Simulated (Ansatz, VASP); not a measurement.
Al: VASP beside Ansatz

INCAR

```
  PREC = Accurate
  ENCUT = 520
  EDIFF = 1E-7
  ISMEAR = 0
  SIGMA = 0.15
  LREAL = F
  LASPH = T
  NELM = 100
  ALGO = Fast
  ISIF = 2
  LWAVE = F
  LCHARG = F
  GGA = PE
  NBANDS = 14
```

File KPOINTS:

```
regular mesh
0
Gamma
  16 16 5
```

POSCAR

```
Al
1.0
   -1.6174623135      1.6174623135     -1.6174623135
   -1.6174623135     -1.6174623135      1.6174623135
   -0.9704773881      5.8228643288      7.1168341796
Al
4
Direct
   -0.0875000000     -0.4375000000      0.8750000000
    0.4875000000      0.4375000000      0.1250000000
   -0.0375000000     -0.1875000000      0.3750000000
    0.4375000000      0.1875000000      0.6250000000
```

Input for Ansatz:

```yaml
crystal:
  lattice:
    - [-1.6174623135, 1.6174623135, -1.6174623135]
    - [-1.6174623135, -1.6174623135, 1.6174623135]
    - [-0.9704773881, 5.8228643288, 7.1168341796]
  atoms:
    - { symbol: Al, position: [-0.0875, -0.4375, 0.875] }
    - { symbol: Al, position: [0.4875, 0.4375, 0.125] }
    - { symbol: Al, position: [-0.0375, -0.1875, 0.375] }
    - { symbol: Al, position: [0.4375, 0.1875, 0.625] }
basis:
  ecutwfc: 420
kpoints:
  mp_grid: { grid: [16, 16, 5] }
hamiltonian:
  xc: pbe
  pseudopotentials: { kind: paw, azcp: { folder: soft_1 } }
scf:
  occupations: { method: gaussian, width: 0.15 }
output:
  forces: true
  stress: true
  eigenvalues: true
```

Alike in both runs: task single point; functional PBE; k mesh 16 × 16 × 5; occupations gaussian, width 0.15 eV; no spin polarisation.

```csv
,VASP,Ansatz
version,VASP 6.6.1,Ansatz 0.2.0
potentials or method,"VASP PAW PBE potentials, release 64 (Al), cutoff 520 eV","scalar-relativistic, plane waves, PAW"
valence electrons in the cell,12,12
```

|  | VASP | Ansatz | Ansatz less VASP |
| --- | --- | --- | --- |
| gap on the k mesh at the Fermi level (eV) | none | none | - |
| pressure (GPa) | 1.2 | 1.2 | 0.00 |
| traceless stress, the component that is largest in VASP (GPa) | 2.28 | 2.28 | 0.000 |
| rms of the force components (eV/Å) | 0.284 | 0.284 | -0.0003 |

Atom by atom the forces differ by 0.000 eV/Å (rms over components). A gap of «none» marks a metal or a gap that the smearing closes.
